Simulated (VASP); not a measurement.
Wanted: the native input for a VASP 6.6.1 run.

```yaml
Task: single point
Functional: LDA
Potentials_or_basis: VASP PAW LDA potentials, release 64 (Ti_sv, H)
Cutoff: 500 eV
k_mesh: 12 × 12 × 12
Occupations: fermi-dirac, width 0.1 eV
Spin: no spin polarisation
Dipole_correction: no
Further_INCAR_settings: ALGO = Normal; EDIFF = 1e-06; NBANDS = 14
```

The structure of TiH lies in POSCAR:

```
TiH
1.0
    0.0000000000      2.1103884150      2.1103884150
    2.1103884150      0.0000000000      2.1103884150
    2.1103884150      2.1103884150      0.0000000000
Ti H
1 1
Direct
    0.0000000000      0.0000000000      0.0000000000
    0.5000000000      0.5000000000      0.5000000000
```

One way to write it, as run:

INCAR

```
  PREC = Accurate
  ENCUT = 500
  EDIFF = 1E-6
  ISMEAR = -1
  SIGMA = 0.1
  LREAL = F
  LASPH = T
  NELM = 120
  ALGO = Normal
  ISIF = 2
  LWAVE = F
  LCHARG = F
  GGA = CA
  NBANDS = 14
  GGA_COMPAT = F
```

KPOINTS

```
regular mesh
0
Gamma
  12 12 12
```

Potentials or basis: VASP PAW LDA potentials, release 64 (Ti_sv, H).

Command:

```bash
$ cat potpaw_LDA.64/Ti_sv/POTCAR potpaw_LDA.64/H/POTCAR > POTCAR
$ mpirun -np 1 vasp_std > vasp.out
```

It gave:

* Pressure: -11.3 GPa

Wall time 26 s on 1 thread of Intel Xeon 8259CL, on a shared host, peak memory 0.14 GiB.
